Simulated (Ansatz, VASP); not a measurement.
**CO2 in VASP and in Ansatz**

```
C O
1.0
     3.51610    0.00000    0.00000
     0.00000    3.51610    0.00000
     0.00000    0.00000    4.10430
C O
2 4
Direct
  0.00000 0.00000 0.00000
  0.50000 0.50000 0.50000
  0.23000 0.23000 0.00000
  0.27000 0.73000 0.50000
  0.77000 0.77000 0.00000
  0.73000 0.27000 0.50000
```

Alike in both runs: task relaxation of cell and atoms; functional BLYP; dispersion D3(BJ); k mesh 5 × 5 × 5; no spin polarisation.

|  | VASP | Ansatz |
| --- | --- | --- |
| version | VASP 6.6.1 | Ansatz 0.2.0 |
| potentials or method | VASP PAW PBE potentials, release 64 (C, O) | plane waves, PAW |
| plane-wave cutoff (eV) | 600 | 420 |
| occupations | gaussian, width 0.01 eV | fixed |
| valence electrons in the cell | 32 | 32 |

Ansatz gave:

```
relaxed volume (Å³/atom)                                     : 14.72
relaxed cell length with the largest relative difference (Å) : 4.304
```

Problem. Which values does VASP return?

Solution. Relaxed volume (Å³/atom): 12.83; relaxed cell length with the largest relative difference (Å): 4.074.

VASP's potentials were made for PBE, not for BLYP. One of these differences is far larger than is usual between the two programs; its cause wasn't traced.

Noted on VASP's run: the standard files for N, O and F lose accuracy on very short bonds; the volume moved by over 15 % at a fixed basis, so the end points are rough.
